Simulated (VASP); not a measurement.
# Ag (Fm-3m) in VASP: single point with PBE

Aim: the single point of Ag with PBE.

All numbers are computed with VASP 6.6.1; they aren't measurements. Logs are shortened: lines on timing, memory, paths and dates and some standing lists are left out, and cuts for length are marked.

### 1 The cell of the first run

The structure is cubic, space group Fm-3m (No. 225). The conventional cell has a = 4.085 Å, b = 4.085 Å, c = 4.085 Å, α = 90.00°, β = 90.00°, γ = 90.00°. Within 3.8 Å of Ag (site symmetry m-3m) lie 12 Ag at 2.89 Å.

### 2 Single point, PBE

Input file INCAR:

```
PREC = Accurate
ENCUT = 520
EDIFF = 1E-6
ISMEAR = 0
SIGMA = 0.05
LREAL = False
LASPH = True
NELM = 100
ALGO = Fast
ISIF = 2
LWAVE = False
LCHARG = False
GGA = PE
NBANDS = 12
```

Input file KPOINTS:

```
regular mesh
0
Gamma
  18 18 18
```

Input file POSCAR:

```
Ag
1.0
    0.0000000000      2.0427500000      2.0427500000
    2.0427500000      0.0000000000      2.0427500000
    2.0427500000      2.0427500000      0.0000000000
Ag
1
Direct
    0.0000000000      0.0000000000      0.0000000000
```

Potentials or basis: VASP PAW PBE potentials, release 64 (Ag).

Launch:

```console
> cat potpaw_PBE.64/Ag/POTCAR > POTCAR
> mpirun -np 1 vasp_std > vasp.out
```

OUTCAR:

```text
PREC = Accurate
   ENCUT = 520
   EDIFF = 1E-6
   ISMEAR = 0
   LREAL = False
   LASPH = True
   NELM = 100
   ISIF = 2
   GGA = PE

 ion  position               nearest neighbor table
   1  0.000  0.000  0.000-

  LATTYP: Found a face centered cubic cell.
 ALAT       =     4.0855000000

  Lattice vectors:

 A1 = (   0.0000000000,   2.0427500000,   2.0427500000)
 A2 = (   2.0427500000,   0.0000000000,   2.0427500000)
 A3 = (   2.0427500000,   2.0427500000,   0.0000000000)

Analysis of symmetry for initial positions (statically):
=====================================================================
 Subroutine PRICEL returns:
 Original cell was already a primitive cell.

 Routine SETGRP: Setting up the symmetry group for a
 face centered cubic supercell.

 Subroutine GETGRP returns: Found 48 space group operations
 (whereof 48 operations were pure point group operations)
 out of a pool of 48 trial point group operations.

The static configuration has the point symmetry O_h .

Analysis of symmetry for dynamics (positions and initial velocities):
=====================================================================
 Subroutine PRICEL returns:
 Original cell was already a primitive cell.

 Routine SETGRP: Setting up the symmetry group for a
 face centered cubic supercell.

 Subroutine GETGRP returns: Found 48 space group operations
 (whereof 48 operations were pure point group operations)
 out of a pool of 48 trial point group operations.

The dynamic configuration has the point symmetry O_h .

 Subroutine INISYM returns: Found 48 space group operations
 (whereof 48 operations are pure point group operations),
 and found     1 'primitive' translations

----------------------------------------------------------------------------------------

                                     Primitive cell

  volume of cell :      17.0481

  direct lattice vectors                    reciprocal lattice vectors
     0.000000000  2.042750000  2.042750000    -0.244768082  0.244768082  0.244768082
     2.042750000  0.000000000  2.042750000     0.244768082 -0.244768082  0.244768082
     2.042750000  2.042750000  0.000000000     0.244768082  0.244768082 -0.244768082

  length of vectors
     2.888884755  2.888884755  2.888884755     0.423950755  0.423950755  0.423950755

  position of ions in fractional coordinates (direct lattice)
     0.000000000  0.000000000  0.000000000

  ion indices of the primitive-cell ions
   primitive index   ion index
                 1           1

[... 82 lines left out ...]
   NELECT =      11.0000    total number of electrons
   NUPDOWN=      -1.0000    fix difference up-down
   EMIN   =  10.00;   EMAX   =-10.00  energy-range for DOS
   EFERMI =   0.00;   METHOD = LEGACY
   ISMEAR =     0;   SIGMA  =   0.05  broadening in eV -4-tet -1-fermi 0-gaus
   EFERMI_NEDOS =   21; number of points for ismear=-14 and -15
   IALGO  =     68    algorithm
   IMIX   =      4    mixing-type and parameters
     AMIX     =   0.40;   BMIX     =  1.00
     AMIX_MAG =   1.60;   BMIX_MAG =  1.00
  volume/ion in A,a.u.               =      17.05       115.05
  Fermi-wavevector in a.u.,A,eV,Ry     =   1.414644  2.673290 27.228221  2.001218
  Thomas-Fermi vector in A             =   2.536165
   LORBIT       =      0    0 simple, 1 ext, 2 COOP (PROOUT), +10 PAW based schemes
   GGA     = PE    functional components
   LHFCALC =     F    Hartree Fock is set to
   AEXX    =    0.0000 exact exchange contribution
   IVDW    =     0    specifies the selected vdW correction
   LEPSILON=     F    determine dielectric tensor
   LRPA    =     F    only Hartree local field effects (RPA)
 non-spin polarized calculation
 RMM-DIIS sequential band-by-band and
 Gauss-broadening in eV      SIGMA  =   0.05
  energy-cutoff  :      520.00
  volume of cell :       17.05
 maximum number of plane-waves:       473
 NGX is ok and might be reduce to    24
   NGX = 11   NGY = 11   NGZ = 11

 number of electron      10.9999999 magnetization

 Free energy of the ion-electron system (eV)
  ---------------------------------------------------
  ext. energy  EPLUGINS =         0.00000000
  ---------------------------------------------------
  free energy    TOTEN  =        -2.70966463 eV

  energy without entropy =       -2.70926444  energy(sigma->0) =       -2.70946453

 E-fermi :   8.3783     XC(G=0): -12.2105

 val. band max:        8.3658088971   @ k =   0.5000   0.1667   0.0556
 cond. band min:       8.5367543752   @ k =   0.5000   0.3333   0.1111
 fundamental gap:      0.1709454781
 Fermi energy:         8.3783310445

 k-point     1 :       0.0000    0.0000    0.0000
  band No.  band energies     occupation
      1       0.6633      2.00000
      2       3.6254      2.00000
      3       3.6254      2.00000
      4       3.6254      2.00000
      5       4.6596      2.00000
      6       4.6596      2.00000
      7      24.4571      0.00000
      8      28.0364      0.00000
      9      28.0364      0.00000
     10      28.0364      0.00000
     11      32.8425      0.00000
     12      33.9853      0.00000
[... 331 lines left out ...]
 k-point    24 :      -0.2222    0.0556    0.0000
  band No.  band energies     occupation
      1       2.0749      2.00000
      2       3.6360      2.00000
      3       3.8698      2.00000
      4       3.8899      2.00000
      5       4.6120      2.00000
      6       4.9790      2.00000
      7      19.9994      0.00000
      8      24.6725      0.00000
      9      27.0729      0.00000
     10      29.6413      0.00000
     11      30.2019      0.00000
     12      31.1984      0.00000

 [... further k-points ...]

------------------------ aborting loop because EDIFF is reached ----------------------------------------

  FORCE on cell =-STRESS in cart. coord.  units (eV):
  Direction    XX          YY          ZZ          XY          YZ          ZX
  --------------------------------------------------------------------------------------
  -------------------------------------------------------------------------------------
  Total        0.4925005      0.4925005      0.4925005      0.0000000      0.0000000     -0.0000000
  in kB       46.2851405     46.2851405     46.2851405      0.0000000      0.0000000     -0.0000000
  external PRESSURE =      46.2851405 kB  Pullay stress =       0.0000000 kB

 VOLUME and BASIS-vectors are now :
 -----------------------------------------------------------------------------
  energy-cutoff  :      520.00
  volume of cell :       17.05
      direct lattice vectors                 reciprocal lattice vectors
     0.000000000  2.042750000  2.042750000    -0.244768082  0.244768082  0.244768082
     2.042750000  0.000000000  2.042750000     0.244768082 -0.244768082  0.244768082
     2.042750000  2.042750000  0.000000000     0.244768082  0.244768082 -0.244768082

 POSITION                                       TOTAL-FORCE (eV/Angst)
 -----------------------------------------------------------------------------------
      0.00000      0.00000      0.00000        -0.000000     -0.000000      0.000000
 -----------------------------------------------------------------------------------
    total drift:                               -0.000000     -0.000000     -0.000000

  FREE ENERGIE OF THE ION-ELECTRON SYSTEM (eV)
  ---------------------------------------------------
  free  energy   TOTEN  =        -2.7096646253 eV

  energy  without entropy=       -2.7092644434  energy(sigma->0) =       -2.70946453
```

OSZICAR:

```text
N       E                     dE             d eps       ncg     rms          rms(c)
DAV:   1     0.514807979190E+02    0.51481E+02   -0.54883E+03  4736   0.830E+02
DAV:   2    -0.213143828700E+01   -0.53612E+02   -0.50333E+02  5500   0.193E+02
DAV:   3    -0.296153732605E+01   -0.83010E+00   -0.82966E+00  5488   0.252E+01
DAV:   4    -0.296412091546E+01   -0.25836E-02   -0.25835E-02  5436   0.148E+00
DAV:   5    -0.296414107332E+01   -0.20158E-04   -0.20158E-04  5584   0.117E-01    0.524E+00
RMM:   6    -0.272075340105E+01    0.24339E+00   -0.36261E-01  4730   0.546E+00    0.333E+00
RMM:   7    -0.271252472232E+01    0.82287E-02   -0.97778E-03  5245   0.111E+00    0.192E+00
RMM:   8    -0.270967925736E+01    0.28455E-02   -0.78113E-04  5295   0.265E-01    0.192E-01
RMM:   9    -0.270966207604E+01    0.17181E-04   -0.11527E-04  5702   0.961E-02    0.728E-02
RMM:  10    -0.270966333090E+01   -0.12549E-05   -0.19818E-05  5573   0.360E-02    0.237E-02
RMM:  11    -0.270966455699E+01   -0.12261E-05   -0.53325E-06  4768   0.143E-02    0.699E-03
RMM:  12    -0.270966462533E+01   -0.68342E-07   -0.35783E-07  3629   0.449E-03
   1 F= -.27096646E+01 E0= -.27094645E+01  d E =-.400182E-03
```

Wall time 69 s (1 thread of AMD EPYC 7R13, shared host); peak memory 0.14 GiB.

What came out:

```yaml
Free_energy: -2.7097 eV
Pressure: 4.6 GPa
```

Levels at points of the mesh, in eV from the Fermi level:
| k point | band 3 | band 4 | band 5 | band 6 | band 7 | band 8 | band 9 | band 10 |
| --- | --- | --- | --- | --- | --- | --- | --- | --- |
| (0.00, 0.00, 0.00) | -4.75 | -4.75 | -3.72 | -3.72 | 16.08 | 19.66 | 19.66 | 19.66 |
| (0.50, 0.00, 0.00) | -4.78 | -2.92 | -2.92 | -0.35 | 3.66 | 15.31 | 17.93 | 17.93 |
| (0.50, 0.50, 0.00) | -2.96 | -2.72 | -2.72 | 1.66 | 6.80 | 10.72 | 10.72 | 17.24 |
